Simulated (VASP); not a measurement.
# LiF (Griceite) (Fm-3m) in VASP: notebook, part 2 of 2

VASP 6.6.1. Earlier steps stand in the parts before.

### Step 3. Single point, PBE

This run uses another cell than the first one, of 8.17 Å³/atom, 1.104 times its volume.

INCAR

```
SYSTEM = LiF
PREC     = Accurate       ! precision mode
ENCUT    = 520            ! plane-wave cutoff, eV
EDIFF    = 1E-6           ! SCF threshold, eV
ISMEAR   = 0              ! smearing method
SIGMA    = 0.02           ! smearing width, eV
LREAL    = .FALSE.        ! projectors in reciprocal space
LASPH    = .TRUE.         ! aspherical terms in the spheres
NELM     = 100            ! most SCF steps
ALGO     = Normal         ! electronic algorithm
ISIF     = 2              ! what is computed and relaxed
LWAVE    = .FALSE.        ! write WAVECAR
LCHARG   = .TRUE.         ! write CHGCAR
GGA      = PE             ! functional
LELF     = .TRUE.         ! ELF
LVHAR    = .TRUE.       
NBANDS   = 12             ! bands
```

KPOINTS

```
regular mesh
0
G
  10 10 10
  0 0 0
```

POSCAR

```
LiF
1.0
    0.0000000000      2.0140000000      2.0140000000
    2.0140000000      0.0000000000      2.0140000000
    2.0140000000      2.0140000000      0.0000000000
Li F
1 1
Direct
    0.0000000000      0.0000000000      0.0000000000
    0.5000000000      0.5000000000      0.5000000000
```

Potentials or basis: VASP PAW PBE potentials, release 64 (Li_sv, F).

The run is started by

```bash
> cat potpaw_PBE.64/Li_sv/POTCAR potpaw_PBE.64/F/POTCAR > POTCAR
> mpirun -np 1 vasp_std > vasp.out
```

Wall time 6.4 s (1 thread of Intel Xeon Platinum 8488C (Sapphire Rapids), shared host); peak memory 0.13 GiB.

It converged, with:

```yaml
Free_energy: -9.6375 eV
Band_gap_on_the_k_mesh: 9.09 eV, direct
```

Levels at points of the mesh, in eV from the valence-band top:
```csv
k point,band 2,band 3,band 4,band 5,band 6,band 7,band 8,band 9
"(0.00, 0.00, 0.00)",-19.97,0.00,0.00,0.00,9.09,23.97,23.97,23.97
"(0.50, 0.00, 0.00)",-19.54,-2.52,-0.23,-0.23,10.77,16.74,18.90,18.90
"(0.50, 0.50, 0.00)",-19.27,-3.00,-1.00,-1.00,14.81,16.47,17.45,20.24
```

Caveat: the cutoff is under 1.25 times the usual one of these potentials, so pressure, stress and relaxed cells hold a basis-set (Pulay) error.

### Step 4. Single point, PBE

INCAR

```
ALGO     = Normal         # electronic algorithm
EDIFF    = 1E-7           # SCF threshold, eV
ENCUT    = 520            # plane-wave cutoff, eV
GGA      = PE             # functional
ISIF     = 2              # what is computed and relaxed
ISMEAR   = 0              # smearing method
LASPH    = True           # aspherical terms in the spheres
LCHARG   = False          # write CHGCAR
LREAL    = False          # projectors in reciprocal space
LWAVE    = False          # write WAVECAR
NBANDS   = 12             # bands
NELM     = 80             # most SCF steps
PREC     = Accurate       # precision mode
SIGMA    = 0.02           # smearing width, eV
```

KPOINTS

```
k-points
0
Gamma
  10 10 10
```

POSCAR

```
LiF
1.0
    0.0000000000      2.0129917762      2.0129917762
    2.0129917762      0.0000000000      2.0129917762
    2.0129917762      2.0129917762      0.0000000000
Li F
1 1
Direct
    0.0000000000      0.0000000000      0.0000000000
    0.5000000000      0.5000000000      0.5000000000
```

Potentials or basis: VASP PAW PBE potentials, release 64 (Li_sv, F).

The run is started by

```bash
> cat potpaw_PBE.64/Li_sv/POTCAR potpaw_PBE.64/F/POTCAR > POTCAR
> mpirun -np 1 vasp_std > vasp.out
```

OUTCAR:

```text
EDIFF = 1E-7
   ENCUT = 520
   GGA = PE
   ISIF = 2
   ISMEAR = 0
   LASPH = True
   LREAL = False
   NELM = 80
   PREC = Accurate

 ion  position               nearest neighbor table
   1  0.000  0.000  0.000-   2 2.01   2 2.01   2 2.01   2 2.01   2 2.01   2 2.01
   2  0.500  0.500  0.500-   1 2.01   1 2.01   1 2.01   1 2.01   1 2.01   1 2.01

  LATTYP: Found a face centered cubic cell.
 ALAT       =     4.0259835524

  Lattice vectors:

 A1 = (   0.0000000000,   2.0129917762,   2.0129917762)
[... 549 lines left out ...]
------------------------ aborting loop because EDIFF is reached ----------------------------------------

  FORCE on cell =-STRESS in cart. coord.  units (eV):
  Direction    XX          YY          ZZ          XY          YZ          ZX
  --------------------------------------------------------------------------------------
  -------------------------------------------------------------------------------------
  Total        0.1819813      0.1819813      0.1819813      0.0000000      0.0000000      0.0000000
  in kB       17.8723411     17.8723411     17.8723411      0.0000000      0.0000000      0.0000000
  external PRESSURE =      17.8723411 kB  Pullay stress =       0.0000000 kB

 VOLUME and BASIS-vectors are now :
 -----------------------------------------------------------------------------
  energy-cutoff  :      520.00
  volume of cell :       16.31
      direct lattice vectors                 reciprocal lattice vectors
     0.000000000  2.012991776  2.012991776    -0.248386509  0.248386509  0.248386509
     2.012991776  0.000000000  2.012991776     0.248386509 -0.248386509  0.248386509
     2.012991776  2.012991776  0.000000000     0.248386509  0.248386509 -0.248386509

 POSITION                                       TOTAL-FORCE (eV/Angst)
 -----------------------------------------------------------------------------------
      0.00000      0.00000      0.00000        -0.000000     -0.000000      0.000000
      2.01299      2.01299      2.01299         0.000000      0.000000     -0.000000
 -----------------------------------------------------------------------------------
    total drift:                               -0.000000     -0.000000      0.000000

  FREE ENERGIE OF THE ION-ELECTRON SYSTEM (eV)
  ---------------------------------------------------
  free  energy   TOTEN  =        -9.6372238769 eV

  energy  without entropy=       -9.6372238769  energy(sigma->0) =       -9.63722388
```

OSZICAR:

```text
N       E                     dE             d eps       ncg     rms          rms(c)
DAV:   1     0.310893035961E+02    0.31089E+02   -0.55640E+03  1176   0.853E+02
DAV:   2    -0.900708134635E+01   -0.40096E+02   -0.39281E+02  1364   0.184E+02
DAV:   3    -0.101367267235E+02   -0.11296E+01   -0.11265E+01  1488   0.270E+01
DAV:   4    -0.101477433738E+02   -0.11017E-01   -0.11016E-01  1280   0.303E+00
DAV:   5    -0.101478548275E+02   -0.11145E-03   -0.11145E-03  1492   0.237E-01    0.454E+00
DAV:   6    -0.962598690679E+01    0.52187E+00   -0.24923E+00  1248   0.980E+00    0.139E+00
DAV:   7    -0.963031995826E+01   -0.43331E-02   -0.18324E-02  1528   0.119E+00    0.860E-01
DAV:   8    -0.963711630161E+01   -0.67963E-02   -0.15016E-02  1380   0.127E+00    0.110E-01
DAV:   9    -0.963714029184E+01   -0.23990E-04   -0.92086E-04  1312   0.274E-01    0.429E-02
DAV:  10    -0.963722072758E+01   -0.80436E-04   -0.13362E-04  1276   0.904E-02    0.156E-02
DAV:  11    -0.963722314713E+01   -0.24196E-05   -0.65060E-06  1420   0.237E-02    0.198E-03
DAV:  12    -0.963722384374E+01   -0.69661E-06   -0.49062E-07  1344   0.602E-03    0.931E-04
DAV:  13    -0.963722387691E+01   -0.33166E-07   -0.53608E-08   952   0.210E-03
   1 F= -.96372239E+01 E0= -.96372239E+01  d E =-.312222E-42
```

Run time: 6.3 s. Hardware: 1 thread of Intel Xeon Platinum 8488C (Sapphire Rapids), shared host; peak memory 0.13 GiB.

What came out:

```
Free energy            : -9.6372 eV
Band gap on the k mesh : 9.10 eV, direct
```

Levels at points of the mesh, in eV from the valence-band top:
```csv
k point,band 1,band 2,band 3,band 4,band 5,band 6,band 7,band 8,band 9,band 10
"(0.00, 0.00, 0.00)",-40.92,-19.98,0.00,0.00,0.00,9.10,23.99,23.99,23.99,24.34
"(0.50, 0.00, 0.00)",-40.86,-19.54,-2.52,-0.23,-0.23,10.78,16.76,18.91,18.91,30.40
"(0.50, 0.50, 0.00)",-40.84,-19.28,-3.01,-1.00,-1.00,14.83,16.48,17.47,20.26,20.26
```

Caveat: the cutoff is under 1.25 times the usual one of these potentials, so pressure, stress and relaxed cells hold a basis-set (Pulay) error. A k mesh can miss the band edges.

### Step 5. Overview

| cell | gap on the mesh (eV) |
| --- | --- |
| a = 2.756 Å, angles 60.0°, 2 atoms | 10.02 |
| a = 2.848 Å, angles 60.0°, 2 atoms | 9.09 |
| a = 2.847 Å, angles 60.0°, 2 atoms | 9.10 |

Alike in all rows: task single point; level PBE; potentials or basis VASP PAW PBE potentials, release 64 (Li_sv, F); no spin polarisation; k mesh 10 × 10 × 10; cutoff (eV) 520; smearing gaussian 0.02 eV.

Caveats: the cutoff is under 1.25 times the usual one of these potentials, so pressure, stress and relaxed cells hold a basis-set (Pulay) error.

Absolute energies hang on the potentials; compare differences alone.
